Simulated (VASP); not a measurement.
# Rb3ClO (R-3m) in VASP: a series of runs

The runs below take Rb3ClO through single point, with LDA.

All numbers are computed with VASP 6.6.1; they aren't measurements. Logs are shortened: lines on timing, memory, paths and dates and some standing lists are left out, and cuts for length are marked.

### Step 1. The cell of the first run

Symmetry: R-3m, No. 166, trigonal system. Conventional cell: a = 6.211 Å, b = 6.211 Å, c = 15.215 Å, α = 90.00°, β = 90.00°, γ = 120.00°. Within 4.1 Å of Rb (site symmetry 2/m) lie 2 O at 3.11 Å and 4 Rb at 3.11 Å and 2 Cl at 3.11 Å. Within 4.1 Å of Cl (site symmetry -3m) lie 6 Rb at 3.11 Å. O (site symmetry -3m) has 6 Rb at 3.11 Å within 4.1 Å.

### Step 2. Single point, LDA

INCAR

```
PREC     = Accurate       # precision mode
ENCUT    = 520            # plane-wave cutoff, eV
EDIFF    = 1E-6           # SCF threshold, eV
ISMEAR   = 0              # smearing method
SIGMA    = 0.03           # smearing width, eV
LREAL    = False          # projectors in reciprocal space
LASPH    = True           # aspherical terms in the spheres
NELM     = 100            # most SCF steps
ALGO     = Normal         # electronic algorithm
ISIF     = 2              # what is computed and relaxed
LWAVE    = False          # write WAVECAR
LCHARG   = True           # write CHGCAR
LELF     = True           # ELF
LVHAR    = True         
NBANDS   = 28             # bands
```

KPOINTS

```
Automatic mesh
0
Gamma
  8 8 8
```

POSCAR

```
Rb3ClO
1.0
    5.8561119106      1.4640279776      1.4640279776
    1.4640279776      5.8561119106      1.4640279776
    1.4640279776      1.4640279776      5.8561119106
Rb Cl O
3 1 1
Direct
    0.0000000000      0.0000000000      0.5000000000
    0.0000000000      0.5000000000      0.0000000000
    0.5000000000      0.0000000000      0.0000000000
    0.5000000000      0.5000000000      0.5000000000
    0.0000000000      0.0000000000      0.0000000000
```

Potentials or basis: VASP PAW LDA potentials, release 64 (Rb_sv, Cl, O).

The run is started by

```bash
cat potpaw_LDA.64/Rb_sv/POTCAR potpaw_LDA.64/Cl/POTCAR potpaw_LDA.64/O/POTCAR > POTCAR
mpirun -np 1 vasp_std > vasp.out
```

OUTCAR:

```text
PREC = Accurate
   ENCUT = 520
   EDIFF = 1E-6
   ISMEAR = 0
   LREAL = False
   LASPH = True
   NELM = 100
   ISIF = 2

 ion  position               nearest neighbor table
   1  0.000  0.000  0.500-   5 3.11   5 3.11   3 3.11   2 3.11   2 3.11   4 3.11   3 3.11   4 3.11
                             2 5.38   2 5.38   3 5.38   3 5.38   2 5.38   2 5.38   3 5.38   3 5.38
   2  0.000  0.500  0.000-   5 3.11   5 3.11   4 3.11   1 3.11   3 3.11   1 3.11   3 3.11   4 3.11
                             1 5.38   1 5.38   3 5.38   3 5.38   1 5.38   1 5.38   3 5.38   3 5.38
   3  0.500  0.000  0.000-   5 3.11   5 3.11   4 3.11   2 3.11   4 3.11   1 3.11   2 3.11   1 3.11
                             1 5.38   2 5.38   1 5.38   2 5.38   1 5.38   1 5.38   2 5.38   2 5.38
   4  0.500  0.500  0.500-   2 3.11   3 3.11   1 3.11   3 3.11   1 3.11   2 3.11
   5  0.000  0.000  0.000-   2 3.11   3 3.11   2 3.11   3 3.11   1 3.11   1 3.11

  LATTYP: Found a face centered cubic cell.
 ALAT       =     8.7841678659

  Lattice vectors:

 A1 = (   5.8561119106,   1.4640279776,   1.4640279776)
 A2 = (   1.4640279776,   5.8561119106,   1.4640279776)
 A3 = (   1.4640279776,   1.4640279776,   5.8561119106)

Analysis of symmetry for initial positions (statically):
=====================================================================
 Subroutine PRICEL returns:
 Original cell was already a primitive cell.

 Routine SETGRP: Setting up the symmetry group for a
 face centered cubic supercell.

 Subroutine GETGRP returns: Found 12 space group operations
 (whereof 12 operations were pure point group operations)
 out of a pool of 48 trial point group operations.

The static configuration has the point symmetry D_3d.

Analysis of symmetry for dynamics (positions and initial velocities):
=====================================================================
 Subroutine PRICEL returns:
 Original cell was already a primitive cell.

 Routine SETGRP: Setting up the symmetry group for a
 face centered cubic supercell.

 Subroutine GETGRP returns: Found 12 space group operations
 (whereof 12 operations were pure point group operations)
 out of a pool of 48 trial point group operations.

The dynamic configuration has the point symmetry D_3d.

 Subroutine INISYM returns: Found 12 space group operations
 (whereof 12 operations are pure point group operations),
 and found     1 'primitive' translations

----------------------------------------------------------------------------------------

                                     Primitive cell

  volume of cell :     169.4501

  direct lattice vectors                    reciprocal lattice vectors
     5.856111911  1.464027978  1.464027978     0.189735293 -0.037947059 -0.037947059
     1.464027978  5.856111911  1.464027978    -0.037947059  0.189735293 -0.037947059
     1.464027978  1.464027978  5.856111911    -0.037947059 -0.037947059  0.189735293

  length of vectors
     6.211344665  6.211344665  6.211344665     0.197178701  0.197178701  0.197178701

  position of ions in fractional coordinates (direct lattice)
     0.000000000  0.000000000  0.500000000
     0.000000000  0.500000000  0.000000000
     0.500000000  0.000000000  0.000000000
     0.500000000  0.500000000  0.500000000
     0.000000000  0.000000000  0.000000000

  ion indices of the primitive-cell ions
   primitive index   ion index
                 1           1
                 2           2
                 3           3
                 4           4
                 5           5

----------------------------------------------------------------------------------------

 KPOINTS: Automatic mesh

Automatic generation of k-mesh.
 Grid dimensions read from file:
 generate k-points for:    8    8    8

 Generating k-lattice:

  Cartesian coordinates                     Fractional coordinates (reciprocal lattice)
     0.023716912 -0.004743382 -0.004743382     0.125000000  0.000000000  0.000000000
    -0.004743382  0.023716912 -0.004743382     0.000000000  0.125000000  0.000000000
    -0.004743382 -0.004743382  0.023716912     0.000000000  0.000000000  0.125000000

  Length of vectors
     0.024647338  0.024647338  0.024647338

  Shift w.r.t. Gamma in fractional coordinates (k-lattice)
     0.000000000  0.000000000  0.000000000

 Subroutine IBZKPT returns following result:
 ===========================================

 Found     65 irreducible k-points:

 Following reciprocal coordinates:
            Coordinates               Weight
  0.000000  0.000000  0.000000      1.000000
  0.125000  0.000000  0.000000      6.000000
  0.125000  0.125000  0.125000      2.000000
  0.250000  0.000000  0.000000      6.000000
  0.250000  0.250000  0.250000      2.000000
  0.375000  0.000000  0.000000      6.000000
[... 16 lines left out ...]
 -0.250000  0.125000  0.000000     12.000000
  0.125000  0.125000  0.375000      6.000000
 [... further k-points ...]
   k-points           NKPTS =     65   k-points in BZ     NKDIM =     65   number of bands    NBANDS=     28
   number of dos      NEDOS =    301   number of ions     NIONS =      5
   total plane-waves  NPLWV = 110592
   dimension x,y,z NGX =    48 NGY =   48 NGZ =   48
   dimension x,y,z NGXF=    96 NGYF=   96 NGZF=   96
   ions per type =               3   1   1
   NGX,Y,Z   is equivalent  to a cutoff of  12.85, 12.85, 12.85 a.u.
   NGXF,Y,Z  is equivalent  to a cutoff of  25.69, 25.69, 25.69 a.u.
 SYSTEM =  unknown system
   PREC   = accura    normal or accurate (medium, high low for compatibility)
   ISTART =      0    job   : 0-new  1-cont  2-samecut
   ICHARG =      2    charge: 1-file 2-atom 10-const
   ISPIN  =      1    spin polarized calculation?
   LNONCOLLINEAR =      F non collinear calculations
   LSORBIT =      F    spin-orbit coupling
   LASPH  =      T    aspherical Exc in radial PAW
   ENCUT  =  520.0 eV  38.22 Ry    6.18 a.u.  11.55 11.55 11.55*2*pi/ulx,y,z
   NELM   =    100;   NELMIN=  2; NELMDL= -5     # of ELM steps
   EDIFF  = 0.1E-05   stopping-criterion for ELM
   LREAL  =      F    real-space projection
   EDIFFG = 0.1E-04   stopping-criterion for IOM
   NSW    =      0    number of steps for IOM
   IBRION =     -1    ionic relax: 0-MD 1-quasi-New 2-CG
   NFREE  =      0    steps in history (QN), initial steepest desc. (CG)
   ISIF   =      2    stress and relaxation
   ISYM   =      2    0-nonsym 1-usesym 2-fastsym
   POTIM  = 0.5000    time-step for ionic-motion
   TEBEG  =    0.0;   TEEND  =   0.0 temperature during run
   PSTRESS=    0.0 pullay stress
   NELECT =      40.0000    total number of electrons
   NUPDOWN=      -1.0000    fix difference up-down
   EMIN   =  10.00;   EMAX   =-10.00  energy-range for DOS
   EFERMI =   0.00;   METHOD = LEGACY
   ISMEAR =     0;   SIGMA  =   0.03  broadening in eV -4-tet -1-fermi 0-gaus
   EFERMI_NEDOS =   21; number of points for ismear=-14 and -15
   IALGO  =     38    algorithm
   IMIX   =      4    mixing-type and parameters
     AMIX     =   0.40;   BMIX     =  1.00
     AMIX_MAG =   1.60;   BMIX_MAG =  1.00
  volume/ion in A,a.u.               =      33.89       228.70
  Fermi-wavevector in a.u.,A,eV,Ry     =   1.011768  1.911964 13.927932  1.023674
  Thomas-Fermi vector in A             =   2.144837
   LORBIT       =      0    0 simple, 1 ext, 2 COOP (PROOUT), +10 PAW based schemes
   GGA     = CA    functional components
   LHFCALC =     F    Hartree Fock is set to
   AEXX    =    0.0000 exact exchange contribution
   IVDW    =     0    specifies the selected vdW correction
   LEPSILON=     F    determine dielectric tensor
   LRPA    =     F    only Hartree local field effects (RPA)
 non-spin polarized calculation
 Gauss-broadening in eV      SIGMA  =   0.03
  energy-cutoff  :      520.00
  volume of cell :      169.45
 maximum number of plane-waves:      4586
 NGX is ok and might be reduce to    48

 number of electron      39.9999997 magnetization

 Free energy of the ion-electron system (eV)
  ---------------------------------------------------
  ext. energy  EPLUGINS =         0.00000000
  ---------------------------------------------------
  free energy    TOTEN  =       -15.01018105 eV

  energy without entropy =      -15.01018049  energy(sigma->0) =      -15.01018077

 E-fermi :   0.9946     XC(G=0):  -7.7549

 val. band max:        0.9236444750   @ k =   0.0000   0.0000   0.0000
 cond. band min:       1.0604564342   @ k =   0.0000   0.0000   0.0000
 fundamental gap:      0.1368119592
 Fermi energy:         0.9946324025

 k-point     1 :       0.0000    0.0000    0.0000
  band No.  band energies     occupation
      1     -27.8352      2.00000
      2     -27.2772      2.00000
      3     -27.2772      2.00000
      4     -14.9686      2.00000
      5     -13.8408      2.00000
      6     -13.1184      2.00000
[... 20 lines left out ...]
     27       3.9727      0.00000
     28       5.1488      0.00000

 k-point     2 :       0.1250    0.0000    0.0000
  band No.  band energies     occupation
      1     -27.8177      2.00000
      2     -27.2976      2.00000
      3     -27.2775      2.00000
      4     -15.0038      2.00000
      5     -13.7648      2.00000
      6     -13.1274      2.00000
[... 20 lines left out ...]
     27       4.1334      0.00000
     28       5.3303      0.00000

 k-point     3 :       0.1250    0.1250    0.1250
  band No.  band energies     occupation
      1     -27.8350      2.00000
      2     -27.2772      2.00000
      3     -27.2772      2.00000
      4     -14.9684      2.00000
      5     -13.8582      2.00000
      6     -13.1314      2.00000
[... 20 lines left out ...]
     27       4.0964      0.00000
     28       5.1284      0.00000

 k-point     4 :       0.2500    0.0000    0.0000
  band No.  band energies     occupation
      1     -27.7687      2.00000
      2     -27.3539      2.00000
      3     -27.2782      2.00000
      4     -15.0819      2.00000
      5     -13.5582      2.00000
      6     -13.1472      2.00000
[... 578 lines left out ...]
     27       4.8325      0.00000
     28       4.8484      0.00000

 k-point    23 :      -0.2500    0.1250    0.0000
  band No.  band energies     occupation
      1     -27.7242      2.00000
      2     -27.4032      2.00000
      3     -27.2790      2.00000
      4     -15.1315      2.00000
      5     -13.3650      2.00000
      6     -13.1679      2.00000
[... 20 lines left out ...]
     27       5.2612      0.00000
     28       5.9606      0.00000

 k-point    24 :       0.1250    0.1250    0.3750
  band No.  band energies     occupation
      1     -27.7683      2.00000
      2     -27.3541      2.00000
      3     -27.2782      2.00000
      4     -15.0817      2.00000
      5     -13.6074      2.00000
      6     -13.1384      2.00000
[... 20 lines left out ...]
     27       4.9008      0.00000
     28       5.6105      0.00000

 [... further k-points ...]

------------------------ aborting loop because EDIFF is reached ----------------------------------------

  FORCE on cell =-STRESS in cart. coord.  units (eV):
  Direction    XX          YY          ZZ          XY          YZ          ZX
  --------------------------------------------------------------------------------------
  -------------------------------------------------------------------------------------
  Total       -0.4380604     -0.4380604     -0.4380604     -5.1613706     -5.1613706     -5.1613706
  in kB       -4.1419293     -4.1419293     -4.1419293    -48.8015633    -48.8015633    -48.8015633
  external PRESSURE =      -4.1419293 kB  Pullay stress =       0.0000000 kB

 VOLUME and BASIS-vectors are now :
 -----------------------------------------------------------------------------
  energy-cutoff  :      520.00
  volume of cell :      169.45
      direct lattice vectors                 reciprocal lattice vectors
     5.856111911  1.464027978  1.464027978     0.189735293 -0.037947059 -0.037947059
     1.464027978  5.856111911  1.464027978    -0.037947059  0.189735293 -0.037947059
     1.464027978  1.464027978  5.856111911    -0.037947059 -0.037947059  0.189735293

 POSITION                                       TOTAL-FORCE (eV/Angst)
 -----------------------------------------------------------------------------------
      0.73201      0.73201      2.92806         0.000000      0.000000     -0.000000
      0.73201      2.92806      0.73201         0.000000      0.000000     -0.000000
      2.92806      0.73201      0.73201         0.000000      0.000000     -0.000000
      4.39208      4.39208      4.39208        -0.000000     -0.000000     -0.000000
      0.00000      0.00000      0.00000        -0.000000      0.000000      0.000000
 -----------------------------------------------------------------------------------
    total drift:                                0.000000      0.000000      0.000000

  FREE ENERGIE OF THE ION-ELECTRON SYSTEM (eV)
  ---------------------------------------------------
  free  energy   TOTEN  =       -15.0101810523 eV

  energy  without entropy=      -15.0101804897  energy(sigma->0) =      -15.01018077
```

Wall time 3.4 min (1 thread of AMD EPYC 9R45 (Zen 5), shared host); peak memory 0.4 GiB.

What came out:

```
Free energy            : -15.0102 eV
Pressure               : -0.4 GPa
Band gap on the k mesh : 0.14 eV
```

Stress tensor (GPa, compression positive):
```
-0.41 -4.88 -4.88
-4.88 -0.41 -4.88
-4.88 -4.88 -0.41
```

Caveat: semilocal functionals underestimate gaps, and a narrow one can read as zero. A k mesh can miss the band edges.

### Step 3. Single point, LDA

This run uses another cell than the first one, of the same volume but with other edges.

INCAR

```
SYSTEM = Rb3ClO
PREC = Accurate
ENCUT = 520
EDIFF = 1E-6
ISMEAR = 0
SIGMA = 0.03
LREAL = .FALSE.
LASPH = .TRUE.
NELM = 80
ALGO = Normal
ISIF = 2
LWAVE = .FALSE.
LCHARG = .TRUE.
GGA = CA
LELF = .TRUE.
LVHAR = .TRUE.
NBANDS = 28
```

KPOINTS

```
Automatic mesh
0
G
  8 8 8
  0 0 0
```

POSCAR, as its differences from that of step 2:

```diff
@@ -2,5 +2,5 @@
 1.0
-    5.8561119106      1.4640279776      1.4640279776
-    1.4640279776      5.8561119106      1.4640279776
-    1.4640279776      1.4640279776      5.8561119106
+    5.6092834033      0.6744299693      0.6744299693
+    0.6744299693      5.6092834033      0.6744299693
+    0.6744299693      0.6744299693      5.6092834033
 Rb Cl O
```

Potentials or basis: VASP PAW LDA potentials, release 64 (Rb_sv, Cl, O).

The run is started by

```bash
cat potpaw_LDA.64/Rb_sv/POTCAR potpaw_LDA.64/Cl/POTCAR potpaw_LDA.64/O/POTCAR > POTCAR
mpirun -np 1 vasp_std > vasp.out
```

It took 2.4 min on 1 thread of AMD EPYC 9R45 (Zen 5), shared host; peak memory 0.36 GiB.

It converged, with:

```
Free energy            : -17.2183 eV
Pressure               : -2.5 GPa
Band gap on the k mesh : 0.18 eV
```

Stress tensor (GPa, compression positive):
```
-2.47 -1.59 -1.59
-1.59 -2.47 -1.59
-1.59 -1.59 -2.47
```

Levels at points of the mesh, in eV from the valence-band top:
| k point | band 18 | band 19 | band 20 | band 21 | band 22 | band 23 |
| --- | --- | --- | --- | --- | --- | --- |
| (0.00, 0.00, 0.00) | -0.09 | -0.09 | 0.00 | 0.18 | 2.30 | 2.30 |
| (0.50, 0.00, 0.00) | -0.81 | -0.20 | -0.13 | 1.96 | 2.02 | 3.45 |
| (0.50, 0.50, 0.00) | -0.99 | -0.76 | -0.22 | 2.51 | 3.05 | 3.77 |
| (0.50, 0.50, 0.50) | -1.28 | -0.91 | -0.91 | 1.81 | 3.21 | 3.51 |

Caveat: semilocal functionals underestimate gaps, and a narrow one can read as zero. A k mesh can miss the band edges.
